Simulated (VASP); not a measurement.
# ZnO (P6_3mc) in VASP: notebook

The runs below take ZnO through single point, with PBE.

Everything below comes from runs of VASP 6.6.1. Logs are shortened: lines on timing, memory, paths and dates and some standing lists are left out, and cuts for length are marked.

## Step 1: The cell of the first run

It takes space group P6_3mc (No. 186, hexagonal). Conventional cell: a = 3.249 Å, b = 3.249 Å, c = 5.204 Å, α = 90.00°, β = 90.00°, γ = 120.00°. Zn (site symmetry 3m) has 4 O at 1.97 to 1.99 Å within 2.6 Å. O (site symmetry 3m) has 4 Zn at 1.97 to 1.99 Å within 2.6 Å.

## Step 2: Single point, PBE

Contents of INCAR:

```
SYSTEM = ZnO
PREC     = Accurate       ! precision mode
ENCUT    = 520            ! plane-wave cutoff, eV
EDIFF    = 1E-6           ! SCF threshold, eV
ISMEAR   = 0              ! smearing method
SIGMA    = 0.05           ! smearing width, eV
LREAL    = .FALSE.        ! projectors in reciprocal space
LASPH    = .TRUE.         ! aspherical terms in the spheres
NELM     = 80             ! most SCF steps
ALGO     = Normal         ! electronic algorithm
ISIF     = 2              ! what is computed and relaxed
LWAVE    = .FALSE.        ! write WAVECAR
LCHARG   = .FALSE.        ! write CHGCAR
GGA      = PE             ! functional
NBANDS   = 26             ! bands
```

Contents of KPOINTS:

```
regular mesh
0
G
  12 12 6
  0 0 0
```

Contents of POSCAR:

```
ZnO
1.0
    3.2493987239      0.0000000000      0.0000000000
   -1.6246993619      2.8140618419      0.0000000000
    0.0000000000      0.0000000000      5.2038000000
Zn O
2 2
Direct
    0.3333333333      0.6666666667      0.0000000000
    0.6666666667      0.3333333333      0.5000000000
    0.3333333333      0.6666666667      0.3821000000
    0.6666666667      0.3333333333      0.8821000000
```

Potentials or basis: VASP PAW PBE potentials, release 64 (Zn, O).

Started as:

```bash
$ cat potpaw_PBE.64/Zn/POTCAR potpaw_PBE.64/O/POTCAR > POTCAR
$ mpirun -np 1 vasp_std > vasp.out
```

OUTCAR:

```text
SYSTEM = ZnO
   PREC = Accurate
   ENCUT = 520
   EDIFF = 1E-6
   ISMEAR = 0
   LREAL = .FALSE.
   LASPH = .TRUE.
   NELM = 80
   ISIF = 2
   GGA = PE

 ion  position               nearest neighbor table
   1  0.333  0.667  0.000-   4 1.97   4 1.97   4 1.97   3 1.99
   2  0.667  0.333  0.500-   3 1.97   3 1.97   3 1.97   4 1.99
   3  0.333  0.667  0.382-   2 1.97   2 1.97   2 1.97   1 1.99
   4  0.667  0.333  0.882-   1 1.97   1 1.97   1 1.97   2 1.99

  LATTYP: Found a hexagonal cell.
 ALAT       =     3.2493987239
 C/A-ratio  =     1.6014655148

  Lattice vectors:

 A1 = (   3.2493987239,   0.0000000000,   0.0000000000)
 A2 = (  -1.6246993619,   2.8140618419,   0.0000000000)
 A3 = (   0.0000000000,   0.0000000000,   5.2038000000)

Analysis of symmetry for initial positions (statically):
=====================================================================
 Subroutine PRICEL returns:
 Original cell was already a primitive cell.

 Routine SETGRP: Setting up the symmetry group for a
 hexagonal supercell.

 Subroutine GETGRP returns: Found 12 space group operations
 (whereof  6 operations were pure point group operations)
 out of a pool of 24 trial point group operations.

The static configuration has the point symmetry C_3v.
 The point group associated with its full space group is C_6v.

Analysis of symmetry for dynamics (positions and initial velocities):
=====================================================================
 Subroutine PRICEL returns:
 Original cell was already a primitive cell.

 Routine SETGRP: Setting up the symmetry group for a
 hexagonal supercell.

 Subroutine GETGRP returns: Found 12 space group operations
 (whereof  6 operations were pure point group operations)
 out of a pool of 24 trial point group operations.

The dynamic configuration has the point symmetry C_3v.
 The point group associated with its full space group is C_6v.

 Subroutine INISYM returns: Found 12 space group operations
 (whereof  6 operations are pure point group operations),
 and found     1 'primitive' translations

----------------------------------------------------------------------------------------

                                     Primitive cell

  volume of cell :      47.5836

[... 83 lines left out ...]
   PREC   = accura    normal or accurate (medium, high low for compatibility)
   ISTART =      0    job   : 0-new  1-cont  2-samecut
   ICHARG =      2    charge: 1-file 2-atom 10-const
   ISPIN  =      1    spin polarized calculation?
   LNONCOLLINEAR =      F non collinear calculations
   LSORBIT =      F    spin-orbit coupling
   LASPH  =      T    aspherical Exc in radial PAW
   ENCUT  =  520.0 eV  38.22 Ry    6.18 a.u.   6.04  6.04  9.68*2*pi/ulx,y,z
   NELM   =     80;   NELMIN=  2; NELMDL= -5     # of ELM steps
   EDIFF  = 0.1E-05   stopping-criterion for ELM
   LREAL  =      F    real-space projection
   EDIFFG = 0.1E-04   stopping-criterion for IOM
   NSW    =      0    number of steps for IOM
   IBRION =     -1    ionic relax: 0-MD 1-quasi-New 2-CG
   NFREE  =      0    steps in history (QN), initial steepest desc. (CG)
   ISIF   =      2    stress and relaxation
   ISYM   =      2    0-nonsym 1-usesym 2-fastsym
   POTIM  = 0.5000    time-step for ionic-motion
   TEBEG  =    0.0;   TEEND  =   0.0 temperature during run
   PSTRESS=    0.0 pullay stress
   NELECT =      36.0000    total number of electrons
   NUPDOWN=      -1.0000    fix difference up-down
   EMIN   =  10.00;   EMAX   =-10.00  energy-range for DOS
   EFERMI =   0.00;   METHOD = LEGACY
   ISMEAR =     0;   SIGMA  =   0.05  broadening in eV -4-tet -1-fermi 0-gaus
   EFERMI_NEDOS =   21; number of points for ismear=-14 and -15
   IALGO  =     38    algorithm
   IMIX   =      4    mixing-type and parameters
     AMIX     =   0.40;   BMIX     =  1.00
     AMIX_MAG =   1.60;   BMIX_MAG =  1.00
  volume/ion in A,a.u.               =      11.90        80.28
  Fermi-wavevector in a.u.,A,eV,Ry     =   1.491729  2.818959 30.276436  2.225255
  Thomas-Fermi vector in A             =   2.604347
   LORBIT       =      0    0 simple, 1 ext, 2 COOP (PROOUT), +10 PAW based schemes
   GGA     = PE    functional components
   LHFCALC =     F    Hartree Fock is set to
   AEXX    =    0.0000 exact exchange contribution
   IVDW    =     0    specifies the selected vdW correction
   LEPSILON=     F    determine dielectric tensor
   LRPA    =     F    only Hartree local field effects (RPA)
 non-spin polarized calculation
 Gauss-broadening in eV      SIGMA  =   0.05
  energy-cutoff  :      520.00
  volume of cell :       47.58
 maximum number of plane-waves:      1302
   NGX = 13   NGY = 13   NGZ = 19

 number of electron      36.0000016 magnetization

 Free energy of the ion-electron system (eV)
  ---------------------------------------------------
  ext. energy  EPLUGINS =         0.00000000
  ---------------------------------------------------
  free energy    TOTEN  =       -17.82238728 eV

  energy without entropy =      -17.82238728  energy(sigma->0) =      -17.82238728

 E-fermi :   1.4131     XC(G=0): -10.9130

 val. band max:        1.2078459330   @ k =   0.0000   0.0000   0.0000
 cond. band min:       1.9976357992   @ k =   0.0000   0.0000   0.0000
 fundamental gap:      0.7897898662
 Fermi energy:         1.4130842321

 k-point     1 :       0.0000    0.0000    0.0000
  band No.  band energies     occupation
      1     -16.8870      2.00000
      2     -16.1575      2.00000
      3      -4.5001      2.00000
      4      -4.5001      2.00000
      5      -4.4130      2.00000
      6      -4.4041      2.00000
[... 685 lines left out ...]
     25      14.6611      0.00000
     26      15.2225      0.00000

 [... further k-points ...]
[... 5 lines left out ...]
  --------------------------------------------------------------------------------------
  -------------------------------------------------------------------------------------
  Total        1.7698246      1.7698246      1.8473486      0.0000000     -0.0000000      0.0000000
  in kB       59.5913978     59.5913978     62.2016922      0.0000000     -0.0000000      0.0000000
  external PRESSURE =      60.4614959 kB  Pullay stress =       0.0000000 kB

 VOLUME and BASIS-vectors are now :
 -----------------------------------------------------------------------------
  energy-cutoff  :      520.00
  volume of cell :       47.58
      direct lattice vectors                 reciprocal lattice vectors
     3.249398724  0.000000000  0.000000000     0.307749244  0.177679109  0.000000000
    -1.624699362  2.814061842  0.000000000     0.000000000  0.355358217  0.000000000
     0.000000000  0.000000000  5.203800000     0.000000000  0.000000000  0.192167262

 POSITION                                       TOTAL-FORCE (eV/Angst)
 -----------------------------------------------------------------------------------
     -0.00000      1.87604      0.00000         0.000000     -0.000000      0.032757
      1.62470      0.93802      2.60190        -0.000000     -0.000000      0.032757
     -0.00000      1.87604      1.98837        -0.000000      0.000000     -0.032757
      1.62470      0.93802      4.59027         0.000000     -0.000000     -0.032757
 -----------------------------------------------------------------------------------
    total drift:                               -0.000000     -0.000000     -0.000084

  FREE ENERGIE OF THE ION-ELECTRON SYSTEM (eV)
  ---------------------------------------------------
  free  energy   TOTEN  =       -17.8223872796 eV

  energy  without entropy=      -17.8223872796  energy(sigma->0) =      -17.82238728
```

OSZICAR:

```text
N       E                     dE             d eps       ncg     rms          rms(c)
DAV:   1     0.298182232569E+03    0.29818E+03   -0.18129E+04  3992   0.201E+03
DAV:   2     0.113485197273E+02   -0.28683E+03   -0.26901E+03  4098   0.414E+02
DAV:   3    -0.204294583209E+02   -0.31778E+02   -0.31356E+02  4426   0.140E+02
DAV:   4    -0.210607141378E+02   -0.63126E+00   -0.62972E+00  4368   0.200E+01
DAV:   5    -0.210638191744E+02   -0.31050E-02   -0.31048E-02  4308   0.147E+00    0.147E+01
DAV:   6    -0.176509256846E+02    0.34129E+01   -0.66247E+00  6240   0.615E+01    0.902E+00
DAV:   7    -0.178598819025E+02   -0.20896E+00   -0.29344E+00  4068   0.170E+01    0.540E+00
DAV:   8    -0.178702064675E+02   -0.10325E-01   -0.49759E-01  5854   0.748E+00    0.163E+00
DAV:   9    -0.178195983252E+02    0.50608E-01   -0.10287E-01  5788   0.634E+00    0.295E-01
DAV:  10    -0.178222771098E+02   -0.26788E-02   -0.36913E-02  3994   0.132E+00    0.132E-01
DAV:  11    -0.178223464024E+02   -0.69293E-04   -0.54885E-04  4308   0.244E-01    0.316E-02
DAV:  12    -0.178223844874E+02   -0.38085E-04   -0.92531E-05  4448   0.250E-01    0.189E-02
DAV:  13    -0.178223930962E+02   -0.86088E-05   -0.22155E-05  4522   0.100E-01    0.205E-02
DAV:  14    -0.178223873447E+02    0.57514E-05   -0.13490E-05  4912   0.403E-02    0.240E-03
DAV:  15    -0.178223872796E+02    0.65134E-07   -0.33663E-06  3758   0.166E-02
   1 F= -.17822387E+02 E0= -.17822387E+02  d E =-.314420E-11
```

It took 80 s on 1 thread of Intel Xeon Platinum 8259CL at 2.50GHz (Skylake/Cascade Lake), shared host; peak memory 0.21 GiB.

Results:

```yaml
Free_energy: -17.8224 eV
Pressure: 6.0 GPa
Largest_force: 0.033 eV/Å
Band_gap_on_the_k_mesh: 0.79 eV, direct
```

Forces in eV/Å, atoms in the order of the input:
```
Zn   0.000  0.000  0.033
Zn   0.000  0.000  0.033
O    0.000  0.000 -0.033
O    0.000  0.000 -0.033
```

PBE gaps usually lie below the measured ones, often by a third to a half.

## Step 3: Single point, PBE

This run uses another cell than the first one: it holds 8 atoms, not 4.

Contents of INCAR:

```
PREC = Accurate ; ENCUT = 520
EDIFF = 1E-6 ; ISMEAR = 0
SIGMA = 0.05 ; LREAL = F
LASPH = T ; NELM = 100
ALGO = Normal ; ISIF = 2
LWAVE = F ; LCHARG = T
GGA = PE ; LELF = T
LVHAR = T ; NBANDS = 46
```

Contents of KPOINTS:

```
regular mesh
0
Gamma
  9 9 3
```

Contents of POSCAR:

```
ZnO
1.0
   -1.6246993620     -2.8140618419      0.0000000000
    1.6246993619     -2.8140618419      0.0000000000
    0.0000000000      0.0000000000     10.4076000000
Zn O
4 4
Direct
    0.6666666667      0.6666666667      0.0000000000
    0.6666666667      0.6666666667      0.5000000000
    0.3333333333      0.3333333333      0.2500000000
    0.3333333333      0.3333333333      0.7500000000
    0.6666666667      0.6666666667      0.1910500000
    0.6666666667      0.6666666667      0.6910500000
    0.3333333333      0.3333333333      0.4410500000
    0.3333333333      0.3333333333      0.9410500000
```

Potentials or basis: VASP PAW PBE potentials, release 64 (Zn, O).

Started as:

```bash
$ cat potpaw_PBE.64/Zn/POTCAR potpaw_PBE.64/O/POTCAR > POTCAR
$ mpirun -np 1 vasp_std > vasp.out
```

Run time: 62 s. Hardware: 1 thread of Intel Xeon 6975P-C (Granite Rapids), shared host; peak memory 0.23 GiB.

Results (log left out):

* Free energy: -35.6445 eV
* Pressure: 6.0 GPa
* Largest force: 0.033 eV/Å
* Band gap on the k mesh: 0.79 eV

Forces on the atoms (eV/Å):
```
Zn   0.000  0.000  0.033
Zn   0.000  0.000  0.033
Zn   0.000  0.000  0.033
Zn   0.000  0.000  0.033
O    0.000  0.000 -0.033
O    0.000  0.000 -0.033
O    0.000  0.000 -0.033
O    0.000  0.000 -0.033
```

Stress tensor (GPa, compression positive):
```
5.87 0.00 0.00
0.00 5.87 0.00
0.00 0.00 6.13
```

Levels at points of the mesh, in eV from the valence-band top:
```csv
k point,band 34,band 35,band 36,band 37,band 38,band 39
"(0.00, 0.00, 0.00)",-0.09,0.00,0.00,0.79,3.46,3.46
```
